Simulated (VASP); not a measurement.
# Hf2NbF (R-3m) in VASP: single point with PBE

Aim: the single point of Hf2NbF with PBE.

Program: VASP 6.6.1. These are calculated values, not measurements. Logs are shortened: lines on timing, memory, paths and dates and some standing lists are left out, and cuts for length are marked.

## (1) The cell of the first run

Symmetry: R-3m, No. 166, trigonal system. Conventional cell: a = 4.955 Å, b = 4.955 Å, c = 11.032 Å, α = 90.00°, β = 90.00°, γ = 120.00°. Within 2.1 Å of Hf (site symmetry 3m) lie 1 F at 1.58 Å. Nb (site symmetry -3m) has 6 Hf at 2.87 Å and 6 F at 3.40 Å within 3.8 Å. F (site symmetry -3m) has 2 Hf at 1.58 Å within 2.1 Å.

## (2) Single point, PBE

INCAR

```
SYSTEM = Hf2NbF
PREC = Accurate
ENCUT = 520
EDIFF = 1E-6
ISMEAR = 0
SIGMA = 0.1
LREAL = .False.
LASPH = .True.
NELM = 100
ALGO = Normal
ISIF = 2
LWAVE = .False.
LCHARG = .False.
GGA = PE
NBANDS = 28
```

KPOINTS

```
Automatic mesh
0
Gamma
  6 6 6
  0 0 0
```

POSCAR

```
Hf2NbF
1.0
    2.4776452900      1.4304691800      3.6771956000
   -2.4776452900      1.4304691800      3.6771956000
    0.0000000000     -2.8609383500      3.6771956000
Hf Nb F
2 1 1
Direct
    0.8568568400      0.8568568400      0.8568568400
    0.1431431600      0.1431431600      0.1431431600
    0.5000000000      0.5000000000      0.5000000000
    0.0000000000      0.0000000000      0.0000000000
```

Potentials or basis: VASP PAW PBE potentials, release 64 (Hf_pv, Nb_sv, F).

The run is started by

```
cat potpaw_PBE.64/Hf_pv/POTCAR potpaw_PBE.64/Nb_sv/POTCAR potpaw_PBE.64/F/POTCAR > POTCAR
mpirun -np 1 vasp_std > vasp.out
```

OUTCAR:

```text
SYSTEM = Hf2NbF
   PREC = Accurate
   ENCUT = 520
   EDIFF = 1E-6
   ISMEAR = 0
   LREAL = .False.
   LASPH = .True.
   NELM = 100
   ISIF = 2
   GGA = PE

 ion  position               nearest neighbor table
   1  0.857  0.857  0.857-   4 1.58   3 2.87   3 2.87   3 2.87   2 2.91   2 2.91   2 2.91   2 3.16

   2  0.143  0.143  0.143-   4 1.58   3 2.87   3 2.87   3 2.87   1 2.91   1 2.91   1 2.91   1 3.16

   3  0.500  0.500  0.500-   2 2.87   2 2.87   1 2.87   1 2.87   2 2.87   1 2.87
   4  0.000  0.000  0.000-   1 1.58   2 1.58

  LATTYP: Found a trigonal (rhomboedric) cell.
 ALAT       =     4.6590488003
 COS(alpha) =     0.4343943494

  Lattice vectors:

 A1 = (   2.4776452900,   1.4304691800,   3.6771956000)
 A2 = (  -2.4776452900,   1.4304691800,   3.6771956000)
 A3 = (   0.0000000000,  -2.8609383500,   3.6771956000)

Analysis of symmetry for initial positions (statically):
=====================================================================
 Subroutine PRICEL returns:
 Original cell was already a primitive cell.

 Routine SETGRP: Setting up the symmetry group for a
 trigonal (rhombohedral) supercell.

 Subroutine GETGRP returns: Found 12 space group operations
 (whereof 12 operations were pure point group operations)
 out of a pool of 12 trial point group operations.

The static configuration has the point symmetry D_3d.

Analysis of symmetry for dynamics (positions and initial velocities):
=====================================================================
 Subroutine PRICEL returns:
 Original cell was already a primitive cell.

 Routine SETGRP: Setting up the symmetry group for a
 trigonal (rhombohedral) supercell.

 Subroutine GETGRP returns: Found 12 space group operations
 (whereof 12 operations were pure point group operations)
 out of a pool of 12 trial point group operations.

The dynamic configuration has the point symmetry D_3d.

 Subroutine INISYM returns: Found 12 space group operations
 (whereof 12 operations are pure point group operations),
 and found     1 'primitive' translations

----------------------------------------------------------------------------------------

                                     Primitive cell

  volume of cell :      78.1962

  direct lattice vectors                    reciprocal lattice vectors
     2.477645290  1.430469180  3.677195600     0.201804513  0.116511890  0.090648790
    -2.477645290  1.430469180  3.677195600    -0.201804513  0.116511890  0.090648790
     0.000000000 -2.860938350  3.677195600     0.000000000 -0.233023779  0.090648791

  length of vectors
     4.659048802  4.659048802  4.659048800     0.250034567  0.250034567  0.250034567

  position of ions in fractional coordinates (direct lattice)
     0.856856840  0.856856840  0.856856840
     0.143143160  0.143143160  0.143143160
     0.500000000  0.500000000  0.500000000
     0.000000000  0.000000000  0.000000000

  ion indices of the primitive-cell ions
   primitive index   ion index
                 1           1
                 2           2
                 3           3
                 4           4

----------------------------------------------------------------------------------------

 KPOINTS: Automatic mesh

Automatic generation of k-mesh.
 Grid dimensions read from file:
 generate k-points for:    6    6    6

 Generating k-lattice:

  Cartesian coordinates                     Fractional coordinates (reciprocal lattice)
     0.033634085  0.019418648  0.015108132     0.166666667  0.000000000  0.000000000
    -0.033634085  0.019418648  0.015108132     0.000000000  0.166666667  0.000000000
     0.000000000 -0.038837297  0.015108132     0.000000000  0.000000000  0.166666667

  Length of vectors
     0.041672428  0.041672428  0.041672428

  Shift w.r.t. Gamma in fractional coordinates (k-lattice)
     0.000000000  0.000000000  0.000000000

 Subroutine IBZKPT returns following result:
 ===========================================

 Found     32 irreducible k-points:

 Following reciprocal coordinates:
            Coordinates               Weight
  0.000000  0.000000  0.000000      1.000000
  0.166667  0.000000 -0.000000      6.000000
  0.333333  0.000000  0.000000      6.000000
  0.500000  0.000000  0.000000      3.000000
  0.166667  0.166667 -0.000000      6.000000
  0.333333  0.166667  0.000000     12.000000
[... 16 lines left out ...]
  0.500000  0.500000  0.166667      6.000000
 -0.333333  0.500000  0.166667     12.000000
 [... further k-points ...]
   k-points           NKPTS =     32   k-points in BZ     NKDIM =     32   number of bands    NBANDS=     28
   number of dos      NEDOS =    301   number of ions     NIONS =      4
   total plane-waves  NPLWV =  46656
   dimension x,y,z NGX =    36 NGY =   36 NGZ =   36
   dimension x,y,z NGXF=    72 NGYF=   72 NGZF=   72
   ions per type =               2   1   1
   NGX,Y,Z   is equivalent  to a cutoff of  12.85, 12.85, 12.85 a.u.
   NGXF,Y,Z  is equivalent  to a cutoff of  25.69, 25.69, 25.69 a.u.
 SYSTEM =  Hf2NbF
   PREC   = accura    normal or accurate (medium, high low for compatibility)
   ISTART =      0    job   : 0-new  1-cont  2-samecut
   ICHARG =      2    charge: 1-file 2-atom 10-const
   ISPIN  =      1    spin polarized calculation?
   LNONCOLLINEAR =      F non collinear calculations
   LSORBIT =      F    spin-orbit coupling
   LASPH  =      T    aspherical Exc in radial PAW
   ENCUT  =  520.0 eV  38.22 Ry    6.18 a.u.   8.66  8.66  8.66*2*pi/ulx,y,z
   NELM   =    100;   NELMIN=  2; NELMDL= -5     # of ELM steps
   EDIFF  = 0.1E-05   stopping-criterion for ELM
   LREAL  =      F    real-space projection
   EDIFFG = 0.1E-04   stopping-criterion for IOM
   NSW    =      0    number of steps for IOM
   IBRION =     -1    ionic relax: 0-MD 1-quasi-New 2-CG
   NFREE  =      0    steps in history (QN), initial steepest desc. (CG)
   ISIF   =      2    stress and relaxation
   ISYM   =      2    0-nonsym 1-usesym 2-fastsym
   POTIM  = 0.5000    time-step for ionic-motion
   TEBEG  =    0.0;   TEEND  =   0.0 temperature during run
   PSTRESS=    0.0 pullay stress
   NELECT =      40.0000    total number of electrons
   NUPDOWN=      -1.0000    fix difference up-down
   EMIN   =  10.00;   EMAX   =-10.00  energy-range for DOS
   EFERMI =   0.00;   METHOD = LEGACY
   ISMEAR =     0;   SIGMA  =   0.10  broadening in eV -4-tet -1-fermi 0-gaus
   EFERMI_NEDOS =   21; number of points for ismear=-14 and -15
   IALGO  =     38    algorithm
   IMIX   =      4    mixing-type and parameters
     AMIX     =   0.40;   BMIX     =  1.00
     AMIX_MAG =   1.60;   BMIX_MAG =  1.00
  volume/ion in A,a.u.               =      19.55       131.92
  Fermi-wavevector in a.u.,A,eV,Ry     =   1.309281  2.474183 23.323344  1.714217
  Thomas-Fermi vector in A             =   2.439891
   LORBIT       =      0    0 simple, 1 ext, 2 COOP (PROOUT), +10 PAW based schemes
   GGA     = PE    functional components
   LHFCALC =     F    Hartree Fock is set to
   AEXX    =    0.0000 exact exchange contribution
   IVDW    =     0    specifies the selected vdW correction
   LEPSILON=     F    determine dielectric tensor
   LRPA    =     F    only Hartree local field effects (RPA)
 non-spin polarized calculation
 Gauss-broadening in eV      SIGMA  =   0.10
  energy-cutoff  :      520.00
  volume of cell :       78.20
 maximum number of plane-waves:      2119
 NGX is ok and might be reduce to    36
   NGX = 17   NGY = 17   NGZ = 17

 number of electron      40.0000001 magnetization

 Free energy of the ion-electron system (eV)
  ---------------------------------------------------
  ext. energy  EPLUGINS =         0.00000000
  ---------------------------------------------------
  free energy    TOTEN  =       -24.42933559 eV

  energy without entropy =      -24.41619030  energy(sigma->0) =      -24.42276294

 E-fermi :   5.7040     XC(G=0): -10.8177

 val. band max:        5.6836410418   @ k =   0.3333   0.3333   0.0000
 cond. band min:       5.7415097190   @ k =   0.5000   0.5000   0.3333
 fundamental gap:      0.0578686773
 Fermi energy:         5.7039826075

 k-point     1 :       0.0000    0.0000    0.0000
  band No.  band energies     occupation
      1     -48.6802      2.00000
      2     -30.5769      2.00000
      3     -27.0454      2.00000
      4     -25.1914      2.00000
      5     -25.1914      2.00000
      6     -25.1860      2.00000
[... 20 lines left out ...]
     27      10.0265      0.00000
     28      10.2209      0.00000

 k-point     2 :       0.1667    0.0000   -0.0000
  band No.  band energies     occupation
      1     -48.6804      2.00000
      2     -30.5806      2.00000
      3     -27.0405      2.00000
      4     -25.3801      2.00000
      5     -25.3464      2.00000
      6     -24.9695      2.00000
[... 20 lines left out ...]
     27       9.3745      0.00000
     28      10.2131      0.00000

 k-point     3 :       0.3333    0.0000    0.0000
  band No.  band energies     occupation
      1     -48.6808      2.00000
      2     -30.5880      2.00000
      3     -27.0307      2.00000
      4     -25.5101      2.00000
      5     -25.3110      2.00000
      6     -24.8557      2.00000
[... 20 lines left out ...]
     27       9.9608      0.00000
     28      10.2291      0.00000

 k-point     4 :       0.5000    0.0000    0.0000
  band No.  band energies     occupation
      1     -48.6810      2.00000
      2     -30.5917      2.00000
      3     -27.0257      2.00000
      4     -25.5561      2.00000
      5     -25.1419      2.00000
      6     -25.0125      2.00000
[... 578 lines left out ...]
     27       9.4466      0.00000
     28      10.9018      0.00000

 k-point    23 :       0.5000    0.5000    0.1667
  band No.  band energies     occupation
      1     -48.6807      2.00000
      2     -30.6096      2.00000
      3     -26.9991      2.00000
      4     -25.5788      2.00000
      5     -25.3010      2.00000
      6     -24.8617      2.00000
[... 20 lines left out ...]
     27       9.2000      0.00000
     28      11.1664      0.00000

 k-point    24 :      -0.3333    0.5000    0.1667
  band No.  band energies     occupation
      1     -48.6809      2.00000
      2     -30.6060      2.00000
      3     -27.0054      2.00000
      4     -25.5306      2.00000
      5     -25.2862      2.00000
      6     -24.9389      2.00000
[... 20 lines left out ...]
     27       9.5444      0.00000
     28      10.7131      0.00000

 [... further k-points ...]
[... 5 lines left out ...]
  --------------------------------------------------------------------------------------
  -------------------------------------------------------------------------------------
  Total        6.2431205      6.2431205     73.0261055      0.0000000      0.0000001      0.0000000
  in kB      127.9165331    127.9165334   1496.2463531      0.0000000      0.0000014      0.0000000
  external PRESSURE =     584.0264732 kB  Pullay stress =       0.0000000 kB

 VOLUME and BASIS-vectors are now :
 -----------------------------------------------------------------------------
  energy-cutoff  :      520.00
  volume of cell :       78.20
      direct lattice vectors                 reciprocal lattice vectors
     2.477645290  1.430469180  3.677195600     0.201804513  0.116511890  0.090648790
    -2.477645290  1.430469180  3.677195600    -0.201804513  0.116511890  0.090648790
     0.000000000 -2.860938350  3.677195600     0.000000000 -0.233023779  0.090648791

 POSITION                                       TOTAL-FORCE (eV/Angst)
 -----------------------------------------------------------------------------------
      0.00000      0.00000      9.45249         0.000000     -0.000000    -23.418249
      0.00000      0.00000      1.57910         0.000000      0.000000     23.418249
      0.00000      0.00000      5.51579         0.000000      0.000000     -0.000000
      0.00000      0.00000      0.00000         0.000000      0.000000      0.000000
 -----------------------------------------------------------------------------------
    total drift:                               -0.000000     -0.000000      0.000000

  FREE ENERGIE OF THE ION-ELECTRON SYSTEM (eV)
  ---------------------------------------------------
  free  energy   TOTEN  =       -24.4293355881 eV

  energy  without entropy=      -24.4161902993  energy(sigma->0) =      -24.42276294
```

It took 30 s on 1 thread of Intel Xeon 6975P-C (Granite Rapids), shared host; peak memory 0.24 GiB.

Results:

* Free energy: -24.4293 eV
* Pressure: 58.4 GPa
* Largest force: 23.418 eV/Å
* Band gap on the k mesh: zero (band 20 reaches 6.03 eV, above the bottom of band 21 at 5.17 eV)

Forces in eV/Å, atoms in the order of the input:
```
Hf    0.000   0.000 -23.418
Hf    0.000   0.000  23.418
Nb    0.000   0.000   0.000
F     0.000   0.000   0.000
```

Caveat: spin-orbit coupling is left out, which moves the levels of the heavy elements; forces of over 1 eV/Å act on the atoms, so gaps and moduli don't describe the material at rest.
